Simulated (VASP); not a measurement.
# Si7O16 (a cell with a defect) in VASP: further runs, part 2 of 2

VASP 6.6.1. The steps go on from the part before.

## (4) Single point, PBE+D3(BJ)

File INCAR:

```
SYSTEM = Si7O16
PREC = Accurate
ENCUT = 520
EDIFF = 1E-6
ISMEAR = 0
SIGMA = 0.02
LREAL = Auto
LASPH = .True.
NELM = 80
ALGO = Normal
ISIF = 2
LWAVE = .False.
LCHARG = .False.
GGA = PE
IVDW = 12
NBANDS = 79
```

File KPOINTS:

```
regular mesh
0
Gamma
  2 2 3
  0 0 0
```

File POSCAR:

```
Si7O16
1.0
   -4.1790000000     -4.1790000000      0.0000000000
    4.1790000000     -4.1790000000      0.0000000000
    0.0000000000      0.0000000000      5.3298000000
Si O
7 16
Direct
    0.5000000000      0.5000000000     -0.0017832431
    0.5000000000      0.5000000000      0.5017832431
    0.0000000000      0.5000000000      1.2500000000
    0.0000000000      0.0000000000      0.0001984615
    0.5000000000      0.0000000000      0.2500000000
    0.0000000000      0.0000000000      0.4998015385
    0.5000000000      0.0000000000      0.7500000000
    0.2064973895      0.5000000000      0.0163758319
    0.0000000000      0.1936884246      0.2500000000
    0.7935026105      0.5000000000      0.0163758319
    0.0000000000      0.8063115754      0.2500000000
    0.2064973895      0.5000000000      0.4836241681
    0.0000000000      0.1849418502      0.7500000000
    0.7935026105      0.5000000000      0.4836241681
    0.0000000000      0.8150581498      0.7500000000
    0.6936067290      0.0000000000      0.0013835334
    0.5000000000      0.6990300841      0.2500000000
    0.3063932710      0.0000000000      0.0013835334
    0.5000000000      0.3009699159      0.2500000000
    0.6936067290      0.0000000000      0.4986164666
    0.5000000000      0.6959325763      0.7500000000
    0.3063932710      0.0000000000      0.4986164666
    0.5000000000      0.3040674237      0.7500000000
```

Run with:

```console
$ cat potpaw_PBE.64/Si/POTCAR potpaw_PBE.64/O/POTCAR > POTCAR
$ mpirun -np 1 vasp_std > vasp.out
```

Run time: 3 min. Hardware: 1 thread of Intel Xeon Platinum 8259CL at 2.50GHz (Skylake/Cascade Lake), shared host; peak memory 0.33 GiB.

It converged, with:

```
Free energy                : -170.5622 eV
Pressure                   : 7.6 GPa
Largest force              : 0.061 eV/Å
Band gap on the k mesh     : zero (band 62 reaches 6.43 eV, above the bottom of band 63 at 6.30 eV)
Dispersion energy per atom : -0.214 eV
```

Forces in eV/Å, atoms in the order of the input:
```
Si   0.000  0.000 -0.024
Si   0.000  0.000  0.024
Si   0.000  0.000  0.000
Si   0.000  0.000  0.046
Si   0.000  0.000  0.000
Si   0.000  0.000 -0.046
Si   0.000  0.000  0.000
O    0.010  0.010  0.007
O    0.022 -0.022  0.000
O   -0.010 -0.010  0.007
O   -0.022  0.022  0.000
O    0.010  0.010 -0.007
O    0.043 -0.043  0.000
O   -0.010 -0.010 -0.007
O   -0.043  0.043  0.000
O   -0.012 -0.012  0.001
O    0.006 -0.006  0.000
O    0.012  0.012  0.001
O   -0.006  0.006  0.000
O   -0.012 -0.012 -0.001
O    0.004 -0.004  0.000
O    0.012  0.012 -0.001
O   -0.004  0.004  0.000
```

Stress tensor (GPa, compression positive):
```
 6.56 -0.70  0.00
-0.70  6.56  0.00
 0.00  0.00  9.71
```

Levels at points of the mesh, in eV from the Fermi level:
| k point | band 59 | band 60 | band 61 | band 62 | band 63 | band 64 | band 65 | band 66 |
| --- | --- | --- | --- | --- | --- | --- | --- | --- |
| (0.00, 0.00, 0.00) | -0.57 | -0.03 | -0.01 | 0.04 | 0.20 | 0.69 | 6.53 | 7.56 |
| (0.50, 0.00, 0.00) | -0.52 | -0.51 | -0.38 | -0.17 | 0.31 | 0.33 | 7.32 | 8.36 |
| (0.00, 0.50, 0.00) | -0.37 | -0.24 | -0.03 | -0.02 | -0.01 | 0.09 | 7.54 | 7.84 |
| (0.50, 0.50, 0.00) | -0.34 | -0.32 | -0.18 | 0.00 | 0.11 | 0.35 | 8.25 | 8.54 |

Caveat: the k points lie up to 0.53 Å⁻¹ apart.

## (5) Single point, PBE+D3(BJ)

File INCAR:

```
  PREC = Accurate
  ENCUT = 520
  EDIFF = 1E-7
  ISMEAR = 0
  SIGMA = 0.02
  LREAL = Auto
  LASPH = T
  NELM = 80
  ALGO = Normal
  ISIF = 2
  LWAVE = F
  LCHARG = F
  GGA = PE
  IVDW = 12
  NBANDS = 79
```

File KPOINTS:

```
Automatic mesh
0
Gamma
  2 2 3
```

File POSCAR:

```
Si7O16
1.0
   -4.1790000000     -4.1790000000      0.0000000000
    4.1790000000     -4.1790000000      0.0000000000
    0.0000000000      0.0000000000      5.3298000000
Si O
7 16
Direct
    0.5006825796      0.4994234267      0.0012818492
    0.5010166308      0.4994207944      0.4977449435
    0.0007541278      0.4994645848      0.7495401328
    0.0008413496     -0.0005407992     -0.0006583737
    0.5008126346     -0.0005728643      0.2495797216
    0.0007890644     -0.0005485762      0.4996926714
    0.5007875090     -0.0005321847      0.7495393823
    0.2071269442      0.4994736779     -0.0169629254
    0.0008147882      0.1845173486      0.2495125521
    0.7942534099      0.4994714046     -0.0171983939
    0.0008266332      0.8143786791      0.2495050471
    0.2073652788      0.4994715243      0.5162891666
    0.0007692032      0.1931568557      0.7495213704
    0.7945469012      0.4994739172      0.5159135427
    0.0007895430      0.8057569993      0.7495226838
    0.6943965063     -0.0005527638     -0.0018280236
    0.5008253171      0.6952826035      0.2495301888
    0.3072385738     -0.0005623355     -0.0017980037
    0.5008000718      0.3035823163      0.2495285001
    0.6943990189     -0.0005495334      0.5009206724
    0.5008162240      0.6984982053      0.7495050471
    0.3071849725     -0.0005745394      0.5009272393
    0.5007974396      0.3003662359      0.7495052347
```

Potentials or basis: VASP PAW PBE potentials, release 64 (Si, O).

Run with:

```console
$ cat potpaw_PBE.64/Si/POTCAR potpaw_PBE.64/O/POTCAR > POTCAR
$ mpirun -np 1 vasp_std > vasp.out
```

OUTCAR:

```text
PREC = Accurate
   ENCUT = 520
   EDIFF = 1E-7
   ISMEAR = 0
   LREAL = Auto
   LASPH = T
   NELM = 80
   ISIF = 2
   GGA = PE
   IVDW = 12
 IVDW          = 12

 ion  position               nearest neighbor table
   1  0.501  0.499  0.001-   8 1.74  10 1.74  19 1.76  17 1.76  23 1.78  21 1.78   2 2.65   2 2.68

   2  0.501  0.499  0.498-  14 1.74  12 1.74  19 1.76  17 1.76  23 1.78  21 1.78   1 2.65   1 2.68

   3  0.001  0.499  0.750-  10 1.74  14 1.74   8 1.74  12 1.74  15 1.81  13 1.81
   4  0.001  0.999  0.999-   9 1.72  11 1.72  13 1.76  15 1.76  18 1.81  16 1.81   6 2.66   6 2.67

   5  0.501  0.999  0.250-  20 1.76  18 1.76  22 1.76  16 1.76  17 1.80  19 1.80   7 2.66   7 2.67

   6  0.001  0.999  0.500-   9 1.72  11 1.72  15 1.76  13 1.76  20 1.81  22 1.81   4 2.66   4 2.67
[... 5 lines left out ...]
  10  0.794  0.499  0.983-   1 1.74   3 1.74
  11  0.001  0.814  0.250-   4 1.72   6 1.72
  12  0.207  0.499  0.516-   2 1.74   3 1.74
  13  0.001  0.193  0.750-   4 1.76   6 1.76   3 1.81
  14  0.795  0.499  0.516-   2 1.74   3 1.74
  15  0.001  0.806  0.750-   4 1.76   6 1.76   3 1.81
  16  0.694  0.999  0.998-   7 1.75   5 1.76   4 1.81
  17  0.501  0.695  0.250-   2 1.76   1 1.76   5 1.80
  18  0.307  0.999  0.998-   7 1.75   5 1.76   4 1.81
  19  0.501  0.304  0.250-   2 1.76   1 1.76   5 1.80
  20  0.694  0.999  0.501-   7 1.75   5 1.76   6 1.81
  21  0.501  0.698  0.750-   7 1.78   2 1.78   1 1.78
  22  0.307  0.999  0.501-   7 1.75   5 1.76   6 1.81
  23  0.501  0.300  0.750-   7 1.78   2 1.78   1 1.78

  LATTYP: Found a simple tetragonal cell.
 ALAT       =     5.9099984772
 C/A-ratio  =     0.9018276435

  Lattice vectors:

 A1 = (  -4.1790000000,  -4.1790000000,   0.0000000000)
 A2 = (   4.1790000000,  -4.1790000000,   0.0000000000)
 A3 = (   0.0000000000,   0.0000000000,   5.3298000000)

Analysis of symmetry for initial positions (statically):
=====================================================================
 Subroutine PRICEL returns:
 Original cell was already a primitive cell.

 Routine SETGRP: Setting up the symmetry group for a
 simple tetragonal supercell.

 Subroutine GETGRP returns: Found  1 space group operations
 (whereof  1 operations were pure point group operations)
 out of a pool of 16 trial point group operations.

The static configuration has the point symmetry C_1 .

Analysis of symmetry for dynamics (positions and initial velocities):
=====================================================================
 Subroutine PRICEL returns:
 Original cell was already a primitive cell.

 Routine SETGRP: Setting up the symmetry group for a
 simple tetragonal supercell.

 Subroutine GETGRP returns: Found  1 space group operations
 (whereof  1 operations were pure point group operations)
 out of a pool of 16 trial point group operations.

The dynamic configuration has the point symmetry C_1 .

 Subroutine INISYM returns: Found  1 space group operations
 (whereof  1 operations are pure point group operations),
 and found     1 'primitive' translations

----------------------------------------------------------------------------------------

                                     Primitive cell

  volume of cell :     186.1597

  direct lattice vectors                    reciprocal lattice vectors
    -4.179000000 -4.179000000  0.000000000    -0.119645848 -0.119645848  0.000000000
[... 91 lines left out ...]
  0.000000  0.500000  0.333333      2.000000
  0.500000  0.500000  0.333333      2.000000
   k-points           NKPTS =      8   k-points in BZ     NKDIM =      8   number of bands    NBANDS=     79
   number of dos      NEDOS =    301   number of ions     NIONS =     23
   total plane-waves  NPLWV =  92160
   dimension x,y,z NGX =    48 NGY =   48 NGZ =   40
   dimension x,y,z NGXF=    96 NGYF=   96 NGZF=   80
   ions per type =               7  16
   NGX,Y,Z   is equivalent  to a cutoff of  13.50, 13.50, 12.48 a.u.
   NGXF,Y,Z  is equivalent  to a cutoff of  27.00, 27.00, 24.95 a.u.
 SYSTEM =  unknown system
   PREC   = accura    normal or accurate (medium, high low for compatibility)
   ISTART =      0    job   : 0-new  1-cont  2-samecut
   ICHARG =      2    charge: 1-file 2-atom 10-const
   ISPIN  =      1    spin polarized calculation?
   LNONCOLLINEAR =      F non collinear calculations
   LSORBIT =      F    spin-orbit coupling
   LASPH  =      T    aspherical Exc in radial PAW
   ENCUT  =  520.0 eV  38.22 Ry    6.18 a.u.  10.99 10.99  9.91*2*pi/ulx,y,z
   NELM   =     80;   NELMIN=  2; NELMDL= -5     # of ELM steps
   EDIFF  = 0.1E-06   stopping-criterion for ELM
   LREAL  =      T    real-space projection
   EDIFFG = 0.1E-05   stopping-criterion for IOM
   NSW    =      0    number of steps for IOM
   IBRION =     -1    ionic relax: 0-MD 1-quasi-New 2-CG
   NFREE  =      0    steps in history (QN), initial steepest desc. (CG)
   ISIF   =      2    stress and relaxation
   ISYM   =      2    0-nonsym 1-usesym 2-fastsym
   POTIM  = 0.5000    time-step for ionic-motion
   TEBEG  =    0.0;   TEEND  =   0.0 temperature during run
   PSTRESS=    0.0 pullay stress
   NELECT =     124.0000    total number of electrons
   NUPDOWN=      -1.0000    fix difference up-down
   EMIN   =  10.00;   EMAX   =-10.00  energy-range for DOS
   EFERMI =   0.00;   METHOD = LEGACY
   ISMEAR =     0;   SIGMA  =   0.02  broadening in eV -4-tet -1-fermi 0-gaus
   EFERMI_NEDOS =   21; number of points for ismear=-14 and -15
   IALGO  =     38    algorithm
   IMIX   =      4    mixing-type and parameters
     AMIX     =   0.40;   BMIX     =  1.00
     AMIX_MAG =   1.60;   BMIX_MAG =  1.00
  volume/ion in A,a.u.               =       8.09        54.62
  Fermi-wavevector in a.u.,A,eV,Ry     =   1.429728  2.701795 27.811981  2.044123
  Thomas-Fermi vector in A             =   2.549650
   LORBIT       =      0    0 simple, 1 ext, 2 COOP (PROOUT), +10 PAW based schemes
   GGA     = PE    functional components
   LHFCALC =     F    Hartree Fock is set to
   AEXX    =    0.0000 exact exchange contribution
   IVDW    =    12    specifies the selected vdW correction
   LEPSILON=     F    determine dielectric tensor
   LRPA    =     F    only Hartree local field effects (RPA)
 non-spin polarized calculation
 Gauss-broadening in eV      SIGMA  =   0.02
  energy-cutoff  :      520.00
  volume of cell :      186.16
 maximum number of plane-waves:      5031
 NGX is ok and might be reduce to    48
   NGX = 21   NGY = 21   NGZ = 19

 number of electron     123.9999936 magnetization

 Free energy of the ion-electron system (eV)
  ---------------------------------------------------
  ext. energy  EPLUGINS =         0.00000000
  ---------------------------------------------------
  free energy    TOTEN  =      -165.64558504 eV

  energy without entropy =     -165.63954438  energy(sigma->0) =     -165.64256471

 E-fermi :   6.3310     XC(G=0): -11.9580

 val. band max:        6.3283403480   @ k =   0.5000   0.5000   0.0000
 cond. band min:       6.3699720741   @ k =   0.0000   0.0000   0.0000
 fundamental gap:      0.0416317261
 Fermi energy:         6.3310219751

 k-point     1 :       0.0000    0.0000    0.0000
  band No.  band energies     occupation
      1     -15.6146      2.00000
      2     -14.0150      2.00000
      3     -13.4021      2.00000
      4     -13.1163      2.00000
      5     -12.9685      2.00000
      6     -12.6146      2.00000
[... 605 lines left out ...]
     73      17.1377      0.00000
     74      17.3981      0.00000
 [bands above 74 left out]

------------------------ aborting loop because EDIFF is reached ----------------------------------------

 Edisp (eV)   -4.91672

 E8    (eV) :    -1.6603

  FORCE on cell =-STRESS in cart. coord.  units (eV):
  Direction    XX          YY          ZZ          XY          YZ          ZX
  --------------------------------------------------------------------------------------
  -------------------------------------------------------------------------------------
  Total       7.60883     7.60735    11.33270    -0.81201     0.00245     0.00164
  in kB      65.48515    65.47240    97.53447    -6.98853     0.02112     0.01411
  external pressure =       76.16 kB  Pullay stress =        0.00 kB

 VOLUME and BASIS-vectors are now :
 -----------------------------------------------------------------------------
  energy-cutoff  :      520.00
  volume of cell :      186.16
      direct lattice vectors                 reciprocal lattice vectors
    -4.179000000 -4.179000000  0.000000000    -0.119645848 -0.119645848  0.000000000
     4.179000000 -4.179000000  0.000000000     0.119645848 -0.119645848  0.000000000
     0.000000000  0.000000000  5.329800000     0.000000000  0.000000000  0.187624301

 POSITION                                       TOTAL-FORCE (eV/Angst)
 -----------------------------------------------------------------------------------
     -0.00526     -4.17944      0.00683         0.002015     -0.001450      0.025963
     -0.00667     -4.18083      2.65288         0.006549      0.002437     -0.022606
      2.08411     -2.09041      3.99490        -0.003792     -0.003167     -0.003972
      4.17322     -4.18026      5.32629         0.001220      0.004360     -0.047024
      2.08371     -6.26950      1.33021        -0.001744     -0.000318     -0.007874
      4.17341     -4.18001      2.66326        -0.001308      0.001339      0.043476
[... 15 lines left out ...]
      2.89287     -5.46032      2.66984         0.019280      0.014214      0.002505
     -0.83760     -3.34806      3.99471        -0.001835     -0.001240     -0.000143
 -----------------------------------------------------------------------------------
    total drift:                               -0.012458     -0.003356     -0.017263

  FREE ENERGIE OF THE ION-ELECTRON SYSTEM (eV)
  ---------------------------------------------------
  free  energy   TOTEN  =      -170.5623010664 eV

  energy  without entropy=     -170.5562603989  energy(sigma->0) =     -170.55928073
```

It took 4.6 min on 1 thread of Intel Xeon Platinum 8259CL at 2.50GHz (Skylake/Cascade Lake), shared host; peak memory 0.31 GiB.

Results:

```yaml
Free_energy: -170.5623 eV
Pressure: 7.6 GPa
Largest_force: 0.049 eV/Å
Band_gap_on_the_k_mesh: zero (band 62 reaches 6.43 eV, above the bottom of band 63 at 6.31 eV)
Dispersion_energy_per_atom: -0.214 eV
```

Forces in eV/Å, atoms in the order of the input:
```
Si   0.002 -0.001  0.026
Si   0.007  0.002 -0.023
Si  -0.004 -0.003 -0.004
Si   0.001  0.004 -0.047
Si  -0.002  0.000 -0.008
Si  -0.001  0.001  0.043
Si  -0.005  0.000  0.002
O    0.001  0.002  0.010
O    0.034 -0.034  0.002
O   -0.005 -0.002  0.011
O   -0.033  0.035  0.002
O    0.001  0.000 -0.007
O    0.015 -0.016  0.000
O   -0.001  0.002 -0.005
O   -0.013  0.012  0.000
O   -0.018 -0.017 -0.002
O    0.012 -0.013  0.001
O    0.022  0.020 -0.005
O   -0.016  0.013  0.000
O   -0.015 -0.015  0.000
O    0.002 -0.004  0.001
O    0.019  0.014  0.003
O   -0.002 -0.001  0.000
```

Levels at points of the mesh, in eV from the Fermi level:
| k point | band 58 | band 59 | band 60 | band 61 | band 62 | band 63 | band 64 | band 65 | band 66 | band 67 |
| --- | --- | --- | --- | --- | --- | --- | --- | --- | --- | --- |
| (0.00, 0.00, 0.00) | -0.64 | -0.57 | -0.03 | -0.01 | 0.04 | 0.20 | 0.69 | 6.53 | 7.56 | 8.13 |
| (0.50, 0.00, 0.00) | -0.54 | -0.52 | -0.51 | -0.38 | -0.17 | 0.31 | 0.33 | 7.32 | 8.36 | 8.65 |
| (0.00, 0.50, 0.00) | -0.70 | -0.37 | -0.24 | -0.03 | -0.02 | -0.01 | 0.09 | 7.54 | 7.84 | 8.15 |
| (0.50, 0.50, 0.00) | -0.44 | -0.34 | -0.32 | -0.18 | 0.00 | 0.11 | 0.35 | 8.25 | 8.54 | 8.74 |

Caveat: the k points lie up to 0.53 Å⁻¹ apart.
